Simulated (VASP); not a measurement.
A run of VASP 6.6.1 is set up as follows.

INCAR

```
SYSTEM = Al
  ALGO = Normal
  EDIFF = 1E-7
  ENCUT = 520
  GGA = PE
  ISIF = 2
  ISMEAR = 0
  IVDW = 12
  LASPH = .True.
  LCHARG = .False.
  LREAL = .False.
  LWAVE = .False.
  NBANDS = 14
  NELM = 100
  PREC = Accurate
  SIGMA = 0.15
```

File KPOINTS:

```
k-points
0
Gamma
  18 18 4
  0 0 0
```

The input POSCAR:

```
Al
1.0
    2.6174000000      0.0000000000      0.0000000000
   -1.3087000000      2.2667348919      0.0000000000
    0.0000000000      0.0000000000      9.2410470711
Al
4
Direct
    0.0000000000      0.0000000000      0.0000000000
    0.3333333333      0.6666666667      0.2500000000
    0.0000000000      0.0000000000      0.5000000000
    0.6666666667      0.3333333333      0.7500000000
```

Potentials or basis: VASP PAW PBE potentials, release 64 (Al).

The run is started by

```console
$ cat potpaw_PBE.64/Al/POTCAR > POTCAR
$ mpirun -np 1 vasp_std > vasp.out
```

(1) Predict the pressure.

(2) Estimate the dispersion energy per atom.

(3) What does it give for the band gap on the k mesh?

Answers

(1) 18.3 GPa.

(2) -0.408 eV.

(3) zero (band 6 reaches 13.37 eV, above the bottom of band 7 at 8.69 eV).

Caveat: pairwise dispersion overbinds metals, which lowers pressure and volume.
